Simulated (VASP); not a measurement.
# Yb3InC: single point with PBE

Crystal: Yb3InC.

```
Yb In C
1.0
     5.02926    0.00000    0.00000
     0.00000    5.02926    0.00000
     0.00000    0.00000    5.02926
Yb In C
3 1 1
Direct
  0.00000 0.50000 0.50000
  0.50000 0.50000 0.00000
  0.50000 0.00000 0.50000
  0.00000 0.00000 0.00000
  0.50000 0.50000 0.50000
```

```yaml
Program: VASP 6.6.1
Task: single point
Functional: PBE
Potentials_or_basis: VASP PAW PBE potentials, release 64 (Yb, In_d, C)
Cutoff: 520 eV
k_mesh: 5 × 5 × 5
Occupations: fermi-dirac, width 0.05 eV
Spin: collinear spin, ferromagnetic start
Starting_moments: "[1.0, 1.0, 1.0, 0.0, 0.0] μB"
```

```yaml
Pressure: -3.5 GPa
Net_moment: 0.03 μB per cell
Valence_electrons_inside_the_program's_atomic_spheres: Yb 22.09; In 11.39; C 2.26
```

Levels at points of the mesh, in eV from the Fermi level:
Spin up:
| k point | band 41 | band 42 | band 43 | band 44 | band 45 | band 46 | band 47 | band 48 |
| --- | --- | --- | --- | --- | --- | --- | --- | --- |
| (0.00, 0.00, 0.00) | 0.09 | 0.09 | 0.09 | 0.11 | 0.11 | 1.15 | 1.15 | 1.15 |
Spin down:
```csv
k point,band 40,band 41,band 42,band 43,band 44,band 45,band 46,band 47,band 48,band 49
"(0.00, 0.00, 0.00)",-0.30,0.10,0.10,0.10,0.11,0.11,1.15,1.15,1.15,2.09
```

Wall time 18 min on 1 thread of Intel(R) Xeon(R) Platinum 8488C (Sapphire Rapids), on a shared host, peak memory 0.36 GiB.

Caveat: the cell stands under tension; spin-orbit coupling is left out, which moves the levels of the heavy elements. The state reached can hang on the start; a lower one may exist.
